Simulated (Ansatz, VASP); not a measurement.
# One calculation of ScAl7N8, two programs

```xyz
16
Lattice="0.0000 0.0000 -5.0072 3.1681 5.4874 0.0000 3.1681 -5.4874 0.0000" Properties=species:S:1:pos:R:3 pbc="T T T"
Sc    1.5841   -0.9146   -0.0493
Al    3.1734   -3.6552   -0.0122
Al    3.1629    1.8321   -0.0122
Al    4.7522   -0.9206   -0.0122
Al    3.1979   -1.8463   -2.5046
Al    1.5841    0.9489   -2.5046
Al    4.7522    0.9146   -2.5193
Al    3.1384    3.6411   -2.5046
N     1.5841   -0.9146   -2.9376
N     3.1615   -3.6621   -3.1088
N     3.1748    1.8253   -3.1088
N     4.7522   -0.9069   -3.1088
N     3.2677   -1.8866   -0.6187
N     1.5841    1.0296   -0.6187
N     4.7522    0.9146   -0.5969
N     3.0685    3.6007   -0.6187
```

Alike in both runs: functional PBEsol; k mesh 6 × 6 × 6; no spin polarisation.

Ansatz relaxed the structure, and its values are those at the end. VASP's run is a single point on that final structure, the one shown.

|  | VASP | Ansatz |
| --- | --- | --- |
| version | VASP 6.6.1 | Ansatz 0.2.0 |
| potentials or method | VASP PAW PBE potentials, release 64 (Sc_sv, Al, N), cutoff 520 eV | scalar-relativistic, plane waves, PAW |
| occupations | gaussian, width 0.01 eV | fixed |
| valence electrons in the cell | 72 | 72 |

|  | VASP | Ansatz | Ansatz less VASP |
| --- | --- | --- | --- |
| gap on the k mesh at the Fermi level (eV) | 3.95 | 3.93 | -0.017 |
| least direct gap on the mesh (eV) | 3.95 | 3.93 | -0.017 |
| pressure (GPa) | 0.1 | 0.0 | -0.11 |
| rms of the force components (eV/Å) | 0.015 | 0.000 | -0.0145 |

VASP's potentials were made for PBE, not for PBEsol.
